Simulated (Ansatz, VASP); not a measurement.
One calculation of Na, two programs

The input INCAR:

```
SYSTEM = Na
PREC     = Accurate       ! precision mode
ENCUT    = 600            ! plane-wave cutoff, eV
EDIFF    = 1E-6           ! SCF threshold, eV
ISMEAR   = 0              ! smearing method
SIGMA    = 0.1            ! smearing width, eV
LREAL    = .False.        ! projectors in reciprocal space
LASPH    = .True.         ! aspherical terms in the spheres
NELM     = 100            ! most SCF steps
ALGO     = Normal         ! electronic algorithm
ISIF     = 3              ! what is computed and relaxed
LWAVE    = .False.        ! write WAVECAR
LCHARG   = .False.        ! write CHGCAR
GGA      = PE             ! functional
IBRION   = 2              ! ionic algorithm
NSW      = 90             ! ionic steps
EDIFFG   = -0.04          ! ionic threshold
```

KPOINTS

```
Automatic mesh
0
Gamma
  6 6 6
  0 0 0
```

File POSCAR:

```
Na
1.0
    0.0000000000      3.5231757358      5.5456475616
    2.0340666684      0.0000000000      5.5456475616
    2.0340666684      3.5231757358      0.0000000000
Na
2
Direct
    0.1666700000      0.8333300000      0.1666700000
    0.8333300000      0.1666700000      0.8333300000
```

Input for Ansatz:

```yaml
crystal:
  lattice:
    - [0.0, 3.5231757358, 5.5456475616]
    - [2.0340666684, 0.0, 5.5456475616]
    - [2.0340666684, 3.5231757358, 0.0]
  atoms:
    - { symbol: Na, position: [0.16667, 0.83333, 0.16667] }
    - { symbol: Na, position: [0.83333, 0.16667, 0.83333] }
basis:
  ecutwfc: 420
kpoints:
  mp_grid: { grid: [6, 6, 6] }
hamiltonian:
  xc: pbe
scf:
  occupations: { method: gaussian, width: 0.1 }
  lower_state_search: "off"
output:
  forces: true
  stress: true
  eigenvalues: true
relax:
  adjacent_minimum: "off"
  f_tol: 0.04
  max_steps: 70
  cell: { stress_tol: 0.4 }
```

Alike in both runs: task relaxation of cell and atoms; functional PBE; k mesh 6 × 6 × 6; occupations gaussian, width 0.1 eV; no spin polarisation.

|  | VASP | Ansatz |
| --- | --- | --- |
| version | VASP 6.6.1 | Ansatz 0.2.0 |
| potentials or method | VASP PAW PBE potentials, release 64 (Na_pv), cutoff 600 eV | scalar-relativistic, plane waves, PAW |
| valence electrons in the cell | 14 | 18 |

Ansatz gave:

* gap on the k mesh at the Fermi level, each at its own relaxed structure (eV): none
* relaxed volume (Å³/atom): 37.30
* relaxed length of the cell vector where the two differ most in proportion (Å): 6.635

Task: Estimate VASP's values.

Result: gap on the k mesh at the Fermi level, each at its own relaxed structure (eV): none; relaxed volume (Å³/atom): 34.63; relaxed length of the cell vector where the two differ most in proportion (Å): 6.115.

A gap of «none» marks a metal or a gap that the smearing closes. One of these differences is far larger than is usual between the two programs; its cause wasn't traced. VASP's potentials hold 14 valence electrons a cell and Ansatz's 18, so a difference there can come from the potentials and not from the codes.
